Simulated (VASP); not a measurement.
Input of a VASP 6.6.1 run:

Contents of POSCAR:

```
InGaAs2
1.0
    4.2250012014      0.0000000000      0.0000000000
    0.0000000000      4.2250012014      0.0000000000
    0.0000000000      0.0000000000      5.9621480000
In Ga As
1 1 2
Direct
    0.0000000000      0.0000000000      0.5000000000
    0.5000000000      0.5000000000      0.0000000000
    0.5000000000      0.0000000000      0.7684750000
    0.0000000000      0.5000000000      0.2315250000
```

Contents of INCAR.step1:

```
PREC = Accurate ; ENCUT = 520
ISMEAR = 0 ; SIGMA = 0.03
LREAL = False ; LASPH = True
NELM = 60 ; NBANDS = 26
GGA = PE ; ALGO = Normal
EDIFF = 1E-4 ; LWAVE = True
LCHARG = False
```

The input INCAR.step2:

```
PREC = Accurate ; ENCUT = 520
EDIFF = 1E-6 ; ISMEAR = 0
SIGMA = 0.03 ; LREAL = False
LASPH = True ; NELM = 60
ALGO = Normal ; ISIF = 2
LWAVE = False ; LCHARG = False
METAGGA = R2SCAN ; LMIXTAU = True
NBANDS = 26 ; ISTART = 1
```

Contents of KPOINTS:

```
Automatic mesh
0
Gamma
  10 10 6
```

Potentials or basis: VASP PAW PBE potentials, release 64 (In_d, Ga_d, As).

The run is started by

```sh
$ cat potpaw_PBE.64/In_d/POTCAR potpaw_PBE.64/Ga_d/POTCAR potpaw_PBE.64/As/POTCAR > POTCAR
$ cp INCAR.step1 INCAR
$ mpirun -np 1 vasp_std > vasp.out
$ cp INCAR.step2 INCAR
$ mpirun -np 1 vasp_std > vasp.out
```

Problem. Estimate the band gap on the k mesh.

Solution. 0.05 eV, direct.

Problem. What does it give for the pressure?

Solution. -2.4 GPa.

Stress tensor (GPa, compression positive):
```
-2.52  0.00  0.00
 0.00 -2.52  0.00
 0.00  0.00 -2.03
```

Caveat: the PAW data sets were made with another functional, which shifts forces and pressure a little; spin-orbit coupling is left out, which moves the levels of the heavy elements.
